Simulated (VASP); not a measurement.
Here is a VASP 6.6.1 calculation.

The input INCAR:

```
SYSTEM = Co
PREC = Accurate ; ENCUT = 520
EDIFF = 1E-6 ; ISMEAR = -1
SIGMA = 0.1 ; LREAL = .FALSE.
LASPH = .TRUE. ; NELM = 60
ALGO = Normal ; ISIF = 2
LWAVE = .FALSE. ; LCHARG = .FALSE.
GGA = PE ; NBANDS = 10
```

Contents of KPOINTS:

```
Automatic mesh
0
G
  26 26 26
  0 0 0
```

POSCAR

```
Co
1.0
   -1.3450430449      1.3450430449      1.3450430449
    1.3450430449     -1.3450430449      1.3450430449
    1.3450430449      1.3450430449     -1.3450430449
Co
1
Direct
    0.0000000000      0.0000000000      0.0000000000
```

Potentials or basis: VASP PAW PBE potentials, release 64 (Co).

Run with:

```bash
$ cat potpaw_PBE.64/Co/POTCAR > POTCAR
$ mpirun -np 1 vasp_std > vasp.out
```

Q: What does it give for the pressure?

A: 22.6 GPa.

Caveat: the run has no spin polarisation, though such a crystal can be magnetic. Spin polarisation is off, so any magnetic state and its effect on volume and gap are missing.
